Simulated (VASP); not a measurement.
A run of VASP 6.6.1 is set up as follows.

The input INCAR:

```
PREC = Accurate ; ENCUT = 750
EDIFF = 1E-6 ; ISMEAR = 1
SIGMA = 0.1 ; LREAL = False
LASPH = True ; NELM = 120
ALGO = Normal ; ISIF = 2
LWAVE = False ; LCHARG = False
GGA = PE ; NBANDS = 8
GGA_COMPAT = False
```

KPOINTS

```
regular mesh
0
Gamma
  10 10 10
```

Contents of POSCAR:

```
Li
1.0
    2.8111500000      0.0000000000      0.0000000000
    0.0000000000      2.8111500000      0.0000000000
    0.0000000000      0.0000000000      2.8111500000
Li
1
Direct
    0.0000000000      0.0000000000      0.0000000000
```

Potentials or basis: VASP PAW PBE potentials, release 64 (Li_sv).

The run is started by

```sh
$ cat potpaw_PBE.64/Li_sv/POTCAR > POTCAR
$ mpirun -np 1 vasp_std > vasp.out
```

Question: Predict the band gap on the k mesh.

Answer: Zero (an odd number of electrons rules out a gap without spin polarisation).

Question: Estimate the pressure.

Answer: -1.0 GPa.
